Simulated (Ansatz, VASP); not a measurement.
Mg2Sn: VASP beside Ansatz

```
Sn Mg
1.0
     0.00000    3.37994    3.37994
     3.37994    0.00000    3.37994
     3.37994    3.37994    0.00000
Sn Mg
1 2
Direct
  0.00000 0.00000 0.00000
  0.25000 0.25000 0.25000
  0.75000 0.75000 0.75000
```

Alike in both runs: task single point; functional PBEsol; k mesh 4 × 4 × 4; occupations fermi-dirac, width 0.02 eV; no spin polarisation.

|  | VASP | Ansatz |
| --- | --- | --- |
| version | VASP 6.6.1 | Ansatz 0.2.0 |
| potentials or method | VASP PAW PBE potentials, release 64 (Sn_d, Mg) | plane waves |
| plane-wave cutoff (eV) | 600 | 420 |
| valence electrons in the cell | 18 | 34 |

|  | VASP | Ansatz | Ansatz less VASP |
| --- | --- | --- | --- |
| pressure (GPa) | -0.1 | -0.2 | -0.02 |

VASP's potentials were made for PBE, not for PBEsol. The functional is the same, so the differences come from potentials, cutoffs and numerics. VASP's potentials hold 18 valence electrons a cell and Ansatz's 34, so a difference there can come from the potentials and not from the codes.

The k mesh is coarse, so the values compare programs but aren't converged.
